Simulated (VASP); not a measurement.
# SrO (P2_1/m) in VASP: single point with PBE

Aim: the single point of SrO with PBE.

Program: VASP 6.6.1. These are calculated values, not measurements. Logs are shortened: lines on timing, memory, paths and dates and some standing lists are left out, and cuts for length are marked.

### Step 1. The cell of the first run

Symmetry: P2_1/m, No. 11, monoclinic system. Conventional cell: a = 4.178 Å, b = 5.144 Å, c = 4.271 Å, α = 90.00°, β = 117.83°, γ = 90.00°. Within 3.2 Å of Sr (site symmetry m) lie 5 O at 2.46 to 2.57 Å. Within 3.2 Å of O (site symmetry m) lie 5 Sr at 2.46 to 2.57 Å.

### Step 2. Single point, PBE (shear xy strain -5.0%)

The input, INCAR:

```
ALGO = Normal ; EDIFF = 1E-6
ENCUT = 520 ; GGA = PE
ISIF = 2 ; ISMEAR = -1
LASPH = True ; LCHARG = False
LREAL = False ; LWAVE = False
NBANDS = 24 ; NELM = 100
PREC = Accurate ; SIGMA = 0.02
```

The input, KPOINTS:

```
k-points
0
Gamma
  12 12 6
```

The input, POSCAR:

```
SrO
1.0
    4.2700192582     -0.1069639824      0.0000000000
   -2.2276431552      3.7514271435      0.0000000000
    0.0000000000      0.0000000000      5.1444718063
Sr O
2 2
Direct
    0.3413247368      0.6672998537      0.9375000000
    0.6586752632      0.3327001463      0.4375000000
    0.3373887353      0.6668448145      0.4375000000
    0.6626112647      0.3331551855      0.9375000000
```

Potentials or basis: VASP PAW PBE potentials, release 64 (Sr_sv, O).

Started as:

```console
$ cat potpaw_PBE.64/Sr_sv/POTCAR potpaw_PBE.64/O/POTCAR > POTCAR
$ mpirun -np 1 vasp_std > vasp.out
```

OUTCAR:

```text
EDIFF = 1E-6
   ENCUT = 520
   GGA = PE
   ISIF = 2
   ISMEAR = -1
   LASPH = True
   LREAL = False
   NELM = 100
   PREC = Accurate

 ion  position               nearest neighbor table
   1  0.341  0.667  0.938-   4 2.46   4 2.47   4 2.48   3 2.57   3 2.57   2 3.56   2 3.56   2 3.56
                             2 3.56   2 3.57   2 3.57
   2  0.659  0.333  0.438-   3 2.46   3 2.47   3 2.48   4 2.57   4 2.57   1 3.56   1 3.56   1 3.56
                             1 3.56   1 3.57   1 3.57
   3  0.337  0.667  0.438-   2 2.46   2 2.47   2 2.48   1 2.57   1 2.57
   4  0.663  0.333  0.938-   1 2.46   1 2.47   1 2.48   2 2.57   2 2.57

  LATTYP: Found a simple monoclinic cell.
 ALAT       =     4.1777280762
 B/A-ratio  =     1.2314041777
 C/A-ratio  =     1.0224118693
 COS(beta)  =    -0.4668734773

  Lattice vectors:

 A1 = (   2.0423761030,   3.6444631611,   0.0000000000)
 A2 = (   0.0000000000,   0.0000000000,  -5.1444718063)
 A3 = (  -4.2700192582,   0.1069639824,   0.0000000000)

Analysis of symmetry for initial positions (statically):
=====================================================================
 Subroutine PRICEL returns:
 Original cell was already a primitive cell.

 Routine SETGRP: Setting up the symmetry group for a
 simple monoclinic supercell.

 Subroutine GETGRP returns: Found  4 space group operations
 (whereof  1 operations were pure point group operations)
 out of a pool of  4 trial point group operations.

The static configuration has the point symmetry C_1 .
 The point group associated with its full space group is C_2h.

Analysis of symmetry for dynamics (positions and initial velocities):
=====================================================================
 Subroutine PRICEL returns:
 Original cell was already a primitive cell.

 Routine SETGRP: Setting up the symmetry group for a
 simple monoclinic supercell.

 Subroutine GETGRP returns: Found  4 space group operations
 (whereof  1 operations were pure point group operations)
 out of a pool of  4 trial point group operations.

The dynamic configuration has the point symmetry C_1 .
 The point group associated with its full space group is C_2h.

 Subroutine INISYM returns: Found  4 space group operations
 (whereof  1 operations are pure point group operations),
 and found     1 'primitive' translations

----------------------------------------------------------------------------------------

                                     Primitive cell

  volume of cell :      81.1818

  direct lattice vectors                    reciprocal lattice vectors
     4.270019258 -0.106963982  0.000000000     0.237727172  0.141165292  0.000000000
    -2.227643155  3.751427143  0.000000000     0.006778286  0.270590248  0.000000000
     0.000000000  0.000000000  5.144471806     0.000000000  0.000000000  0.194383415

  length of vectors
     4.271358772  4.362980591  5.144471806     0.276481189  0.270675133  0.194383415

  position of ions in fractional coordinates (direct lattice)
     0.341324737  0.667299854  0.937500000
     0.658675263  0.332700146  0.437500000
     0.337388735  0.666844815  0.437500000
     0.662611265  0.333155185  0.937500000

  ion indices of the primitive-cell ions
   primitive index   ion index
                 1           1
                 2           2
                 3           3
                 4           4

----------------------------------------------------------------------------------------

 KPOINTS: k-points

Automatic generation of k-mesh.
 Grid dimensions read from file:
 generate k-points for:   12   12    6

 Generating k-lattice:

  Cartesian coordinates                     Fractional coordinates (reciprocal lattice)
     0.019810598  0.011763774  0.000000000     0.083333333  0.000000000  0.000000000
     0.000564857  0.022549187  0.000000000     0.000000000  0.083333333  0.000000000
     0.000000000  0.000000000  0.032397236     0.000000000  0.000000000  0.166666667

  Length of vectors
     0.023040099  0.022556261  0.032397236

  Shift w.r.t. Gamma in fractional coordinates (k-lattice)
     0.000000000  0.000000000  0.000000000

 Subroutine IBZKPT returns following result:
 ===========================================

 Found    296 irreducible k-points:

 Following reciprocal coordinates:
            Coordinates               Weight
  0.000000  0.000000  0.000000      1.000000
  0.083333  0.000000  0.000000      2.000000
  0.166667  0.000000  0.000000      2.000000
  0.250000  0.000000  0.000000      2.000000
  0.333333  0.000000  0.000000      2.000000
  0.416667  0.000000  0.000000      2.000000
[... 16 lines left out ...]
  0.250000  0.166667  0.000000      2.000000
  0.333333  0.166667  0.000000      2.000000
 [... further k-points ...]
   k-points           NKPTS =    296   k-points in BZ     NKDIM =    296   number of bands    NBANDS=     24
   number of dos      NEDOS =    301   number of ions     NIONS =      4
   total plane-waves  NPLWV =  40960
   dimension x,y,z NGX =    32 NGY =   32 NGZ =   40
   dimension x,y,z NGXF=    64 NGYF=   64 NGZF=   80
   ions per type =               2   2
   NGX,Y,Z   is equivalent  to a cutoff of  12.45, 12.19, 12.93 a.u.
   NGXF,Y,Z  is equivalent  to a cutoff of  24.91, 24.39, 25.85 a.u.
 SYSTEM =  unknown system
   PREC   = accura    normal or accurate (medium, high low for compatibility)
   ISTART =      0    job   : 0-new  1-cont  2-samecut
   ICHARG =      2    charge: 1-file 2-atom 10-const
   ISPIN  =      1    spin polarized calculation?
   LNONCOLLINEAR =      F non collinear calculations
   LSORBIT =      F    spin-orbit coupling
   LASPH  =      T    aspherical Exc in radial PAW
   ENCUT  =  520.0 eV  38.22 Ry    6.18 a.u.   7.94  8.11  9.57*2*pi/ulx,y,z
   NELM   =    100;   NELMIN=  2; NELMDL= -5     # of ELM steps
   EDIFF  = 0.1E-05   stopping-criterion for ELM
   LREAL  =      F    real-space projection
   EDIFFG = 0.1E-04   stopping-criterion for IOM
   NSW    =      0    number of steps for IOM
   IBRION =     -1    ionic relax: 0-MD 1-quasi-New 2-CG
   NFREE  =      0    steps in history (QN), initial steepest desc. (CG)
   ISIF   =      2    stress and relaxation
   ISYM   =      2    0-nonsym 1-usesym 2-fastsym
   POTIM  = 0.5000    time-step for ionic-motion
   TEBEG  =    0.0;   TEEND  =   0.0 temperature during run
   PSTRESS=    0.0 pullay stress
   NELECT =      32.0000    total number of electrons
   NUPDOWN=      -1.0000    fix difference up-down
   EMIN   =  10.00;   EMAX   =-10.00  energy-range for DOS
   EFERMI =   0.00;   METHOD = LEGACY
   ISMEAR =    -1;   SIGMA  =   0.02  broadening in eV -4-tet -1-fermi 0-gaus
   EFERMI_NEDOS =   21; number of points for ismear=-14 and -15
   IALGO  =     38    algorithm
   IMIX   =      4    mixing-type and parameters
     AMIX     =   0.40;   BMIX     =  1.00
     AMIX_MAG =   1.60;   BMIX_MAG =  1.00
  volume/ion in A,a.u.               =      20.30       136.96
  Fermi-wavevector in a.u.,A,eV,Ry     =   1.200343  2.268319 19.603588  1.440823
  Thomas-Fermi vector in A             =   2.336181
   LORBIT       =      0    0 simple, 1 ext, 2 COOP (PROOUT), +10 PAW based schemes
   GGA     = PE    functional components
   LHFCALC =     F    Hartree Fock is set to
   AEXX    =    0.0000 exact exchange contribution
   IVDW    =     0    specifies the selected vdW correction
   LEPSILON=     F    determine dielectric tensor
   LRPA    =     F    only Hartree local field effects (RPA)
 non-spin polarized calculation
  energy-cutoff  :      520.00
  volume of cell :       81.18
 maximum number of plane-waves:      2210
   NGX = 15   NGY = 17   NGZ = 19

 number of electron      32.0000012 magnetization

 Free energy of the ion-electron system (eV)
  ---------------------------------------------------
  ext. energy  EPLUGINS =         0.00000000
  ---------------------------------------------------
  free energy    TOTEN  =       -23.88874619 eV

  energy without entropy =      -23.88874619  energy(sigma->0) =      -23.88874619

 E-fermi :   1.1835     XC(G=0):  -8.9654

 val. band max:        0.7891514829   @ k =   0.0000   0.0000   0.0000
 cond. band min:       3.4251977498   @ k =   0.0000   0.0000   0.0000
 fundamental gap:      2.6360462669
 Fermi energy:         1.1835119725

 k-point     1 :       0.0000    0.0000    0.0000
  band No.  band energies     occupation
      1     -31.6231      2.00000
      2     -31.4552      2.00000
      3     -14.2623      2.00000
      4     -14.2565      2.00000
      5     -14.1588      2.00000
      6     -13.7691      2.00000
[... 16 lines left out ...]
     23       9.5928      0.00000
     24       9.7504      0.00000

 k-point     2 :       0.0833    0.0000    0.0000
  band No.  band energies     occupation
      1     -31.6193      2.00000
      2     -31.4564      2.00000
      3     -14.4343      2.00000
      4     -14.3863      2.00000
      5     -14.1444      2.00000
      6     -13.7816      2.00000
[... 16 lines left out ...]
     23       8.9445      0.00000
     24       9.5926      0.00000

 k-point     3 :       0.1667    0.0000    0.0000
  band No.  band energies     occupation
      1     -31.6083      2.00000
      2     -31.4601      2.00000
      3     -14.7141      2.00000
      4     -14.6345      2.00000
      5     -14.1029      2.00000
      6     -13.8114      2.00000
[... 16 lines left out ...]
     23       8.9923      0.00000
     24       9.4077      0.00000
[... 514 lines left out ...]
 k-point    23 :       0.2500    0.1667    0.0000
  band No.  band energies     occupation
      1     -31.5649      2.00000
      2     -31.4804      2.00000
      3     -15.2152      2.00000
      4     -15.1419      2.00000
      5     -13.9268      2.00000
      6     -13.9263      2.00000
[... 16 lines left out ...]
     23       9.1935      0.00000
     24       9.6885      0.00000

 k-point    24 :       0.3333    0.1667    0.0000
  band No.  band energies     occupation
      1     -31.5478      2.00000
      2     -31.4916      2.00000
      3     -15.3153      2.00000
      4     -15.2378      2.00000
      5     -13.9683      2.00000
      6     -13.8497      2.00000
[... 16 lines left out ...]
     23       9.3309      0.00000
     24       9.5918      0.00000

 [... further k-points ...]

------------------------ aborting loop because EDIFF is reached ----------------------------------------

  FORCE on cell =-STRESS in cart. coord.  units (eV):
  Direction    XX          YY          ZZ          XY          YZ          ZX
  --------------------------------------------------------------------------------------
  -------------------------------------------------------------------------------------
  Total        0.7166859      0.8066410      0.9830537      0.2343271      0.0000000      0.0000000
  in kB       14.1442846     15.9196089     19.4012342      4.6246053      0.0000000      0.0000000
  external PRESSURE =      16.4883759 kB  Pullay stress =       0.0000000 kB

 VOLUME and BASIS-vectors are now :
 -----------------------------------------------------------------------------
  energy-cutoff  :      520.00
  volume of cell :       81.18
      direct lattice vectors                 reciprocal lattice vectors
     4.270019258 -0.106963982  0.000000000     0.237727172  0.141165292  0.000000000
    -2.227643155  3.751427143  0.000000000     0.006778286  0.270590248  0.000000000
     0.000000000  0.000000000  5.144471806     0.000000000  0.000000000  0.194383415

 POSITION                                       TOTAL-FORCE (eV/Angst)
 -----------------------------------------------------------------------------------
     -0.02904      2.46682      4.82294         0.002846     -0.000508      0.000000
      2.07142      1.17765      2.25071        -0.002846      0.000508      0.000000
     -0.04484      2.46553      2.25071         0.005337      0.000760      0.000000
      2.08721      1.17893      4.82294        -0.005337     -0.000760      0.000000
 -----------------------------------------------------------------------------------
    total drift:                               -0.000000      0.000000     -0.000000

  FREE ENERGIE OF THE ION-ELECTRON SYSTEM (eV)
  ---------------------------------------------------
  free  energy   TOTEN  =       -23.8887461903 eV

  energy  without entropy=      -23.8887461903  energy(sigma->0) =      -23.88874619
```

Wall time 6.1 min (1 thread of Intel Xeon Platinum 8175M at 2.50GHz (Skylake/Cascade Lake), shared host); peak memory 0.56 GiB.

Results:

- Free energy: -23.8887 eV
- Pressure: 1.6 GPa
- Largest force: 0.005 eV/Å
- Band gap on the k mesh: 2.64 eV

Forces in eV/Å, atoms in the order of the input:
```
Sr   0.003 -0.001  0.000
Sr  -0.003  0.001  0.000
O    0.005  0.001  0.000
O   -0.005 -0.001  0.000
```

Levels at points of the mesh, in eV from the valence-band top:
```
           k point  band 12  band 13  band 14  band 15  band 16  band 17  band 18  band 19  band 20  band 21
(0.00, 0.00, 0.00)    -1.02    -0.89    -0.89    -0.33     0.00     2.64     5.95     6.28     7.12     8.06
(0.50, 0.00, 0.00)    -0.81    -0.36    -0.35    -0.33    -0.26     4.37     4.71     4.87     7.26     8.12
(0.00, 0.50, 0.00)    -0.87    -0.39    -0.36    -0.34    -0.29     4.31     4.83     5.07     7.16     7.99
(0.50, 0.50, 0.00)    -0.92    -0.38    -0.38    -0.33    -0.29     4.22     4.95     5.25     7.03     7.93
(0.00, 0.00, 0.50)    -1.26    -1.10    -1.10    -1.08    -1.08     4.33     4.33     7.75     7.75     7.96
(0.50, 0.00, 0.50)    -1.60    -0.88    -0.88    -0.43    -0.43     4.96     4.96     7.26     7.26     8.15
(0.00, 0.50, 0.50)    -1.64    -0.91    -0.91    -0.46    -0.46     4.94     4.94     7.40     7.40     8.11
(0.50, 0.50, 0.50)    -1.68    -0.93    -0.93    -0.45    -0.45     4.91     4.91     7.53     7.53     8.08
```

Caveat: the cell differs from its parent crystal (shear xy strain -5.0%). A k mesh can miss the band edges.
